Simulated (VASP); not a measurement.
Here is a VASP 6.6.1 calculation.

File INCAR:

```
ALGO     = Fast           # electronic algorithm
EDIFF    = 1E-6           # SCF threshold, eV
ENCUT    = 520            # plane-wave cutoff, eV
GGA      = CA             # functional
ISIF     = 2              # what is computed and relaxed
ISMEAR   = 0              # smearing method
ISPIN    = 2              # spin polarisation
LASPH    = True           # aspherical terms in the spheres
LCHARG   = True           # write CHGCAR
LELF     = True           # ELF
LMAXMIX  = 4              # l up to which the mixer works
LORBIT   = 11             # projections on sites
LREAL    = False          # projectors in reciprocal space
LVHAR    = True         
LWAVE    = False          # write WAVECAR
MAGMOM   = 0.55 0.55      # initial moments
NBANDS   = 20             # bands
NELM     = 150            # most SCF steps
NUPDOWN  = 1.1            # fixed moment
PREC     = Accurate       # precision mode
SIGMA    = 0.15           # smearing width, eV
```

Contents of KPOINTS:

```
k-points
0
Gamma
  24 24 12
```

File POSCAR:

```
Co
1.0
    2.2855303783      0.0000000000      0.0000000000
   -1.1427651891      1.9793273687      0.0000000000
    0.0000000000      0.0000000000      3.6867130953
Co
2
Direct
    0.6666666667      0.3333333333      0.2500000000
    0.3333333333      0.6666666667      0.7500000000
```

Potentials or basis: VASP PAW LDA potentials, release 64 (Co).

The run is started by

```console
$ cat potpaw_LDA.64/Co/POTCAR > POTCAR
$ mpirun -np 1 vasp_std > vasp.out
```

Problem. Estimate the pressure.

Solution. 62.7 GPa.

Stress tensor (GPa, compression positive):
```
62.68  0.00  0.00
 0.00 62.68  0.00
 0.00  0.00 62.81
```

Caveat: the total moment is fixed, so each spin has its own Fermi level.
